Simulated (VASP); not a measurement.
Input of a VASP 6.6.1 run:

File INCAR:

```
PREC = Accurate
ENCUT = 520
EDIFF = 1E-6
ISMEAR = 0
SIGMA = 0.05
LREAL = False
LASPH = True
NELM = 60
ALGO = Normal
ISIF = 2
LWAVE = False
LCHARG = False
GGA = PE
NBANDS = 15
```

File KPOINTS:

```
regular mesh
0
Gamma
  8 8 8
```

POSCAR

```
CaO
1.0
    0.0000000000      2.4490000000      2.4490000000
    2.4490000000      0.0000000000      2.4490000000
    2.4490000000      2.4490000000      0.0000000000
Ca O
1 1
Direct
    0.0102082483      0.0102082483     -0.0102082483
    0.5000000000      0.5000000000      0.5000000000
```

Potentials or basis: VASP PAW PBE potentials, release 64 (Ca_sv, O).

Run with:

```sh
$ cat potpaw_PBE.64/Ca_sv/POTCAR potpaw_PBE.64/O/POTCAR > POTCAR
$ mpirun -np 1 vasp_std > vasp.out
```

What does it give for the largest force?

0.116 eV/Å.

What does it give for the pressure?

-3.5 GPa.

What does it give for the band gap on the k mesh?

3.65 eV, indirect (least direct gap 4.03 eV).

Stress tensor (GPa, compression positive):
```
-3.57  0.00  0.00
 0.00 -3.57  0.00
 0.00  0.00 -3.27
```

Caveat: the cell differs from its parent crystal (all Ca atoms moved +0.050 Å, as atom 1 along Cartesian [0 0 1]). A k mesh can miss the band edges.
